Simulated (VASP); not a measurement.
**BN: single point with r2SCAN+D3(BJ)**

The system is BN.

```xyz
4
Lattice="2.5394 0.0000 0.0000 -1.2697 2.1992 0.0000 0.0000 0.0000 4.2015" Properties=species:S:1:pos:R:3 pbc="T T T"
B     1.2697    0.7331    0.0014
B     0.0000    1.4661    2.1021
N     1.2697    0.7331    1.5742
N     0.0000    1.4661    3.6749
```

* Program: VASP 6.6.1
* Task: single point
* Functional: r2SCAN
* Dispersion: D3(BJ)
* Potentials or basis: VASP PAW PBE potentials, release 64 (B, N)
* Cutoff: 660 eV
* k mesh: 6 × 6 × 3
* Occupations: gaussian, width 0.01 eV
* Spin: no spin polarisation
* Dipole correction: no
* Further INCAR settings: ALGO = Normal; EDIFF = 1e-06; NBANDS = 16

- Pressure: 0.5 GPa
- Largest force: 0.022 eV/Å
- Band gap on the k mesh: 5.69 eV, indirect (least direct gap 9.01 eV)
- Dispersion energy per atom: -0.099 eV

Forces in eV/Å, atoms in the order of the input:
```
B    0.000  0.000 -0.022
B    0.000  0.000 -0.022
N    0.000  0.000  0.022
N    0.000  0.000  0.022
```

Stress tensor (GPa, compression positive):
```
0.58 0.00 0.00
0.00 0.58 0.00
0.00 0.00 0.28
```

Levels at points of the mesh, in eV from the valence-band top:
```csv
k point,band 6,band 7,band 8,band 9,band 10,band 11
"(0.00, 0.00, 0.00)",-0.29,0.00,0.00,9.09,9.09,9.34
"(0.50, 0.00, 0.00)",-5.22,-4.57,-2.21,7.31,8.61,11.38
```

Wall time 66 s on 1 thread of Intel Xeon 8259CL, on a shared host, peak memory 0.17 GiB.

Caveat: the k points lie up to 0.50 Å⁻¹ apart; three body term missing; the PAW data sets were made with another functional, which shifts forces and pressure a little. A k mesh can miss the band edges.
